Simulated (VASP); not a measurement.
A run of VASP 6.6.1 is set up as follows.

INCAR

```
SYSTEM = Rh
PREC = Accurate
ENCUT = 520
EDIFF = 1E-6
ISMEAR = -1
SIGMA = 0.05
LREAL = .FALSE.
LASPH = .TRUE.
NELM = 150
ALGO = Normal
ISIF = 2
LWAVE = .FALSE.
LCHARG = .FALSE.
ISPIN = 2
MAGMOM = 1
LORBIT = 11
LMAXMIX = 4
GGA = B5
ALDAX = 1.0
AGGAX = 1.0
AGGAC = 1.0
ALDAC = 0.0
NBANDS = 18
```

Contents of KPOINTS:

```
Automatic mesh
0
G
  23 23 23
  0 0 0
```

Contents of POSCAR:

```
Rh
1.0
    0.0000000000      2.0003842552      2.0003842552
    2.0003842552      0.0000000000      2.0003842552
    2.0003842552      2.0003842552      0.0000000000
Rh
1
Direct
    0.0000000000      0.0000000000      0.0000000000
```

Potentials or basis: VASP PAW PBE potentials, release 64 (Rh_pv).

Run with:

```console
$ cat potpaw_PBE.64/Rh_pv/POTCAR > POTCAR
$ mpirun -np 1 vasp_std > vasp.out
```

Q: What does it give for the pressure?

A: -13.1 GPa.

Q: Predict the net moment.

A: 0.00 μB per cell.

Caveat: the PAW data sets were made with another functional, which shifts forces and pressure a little.
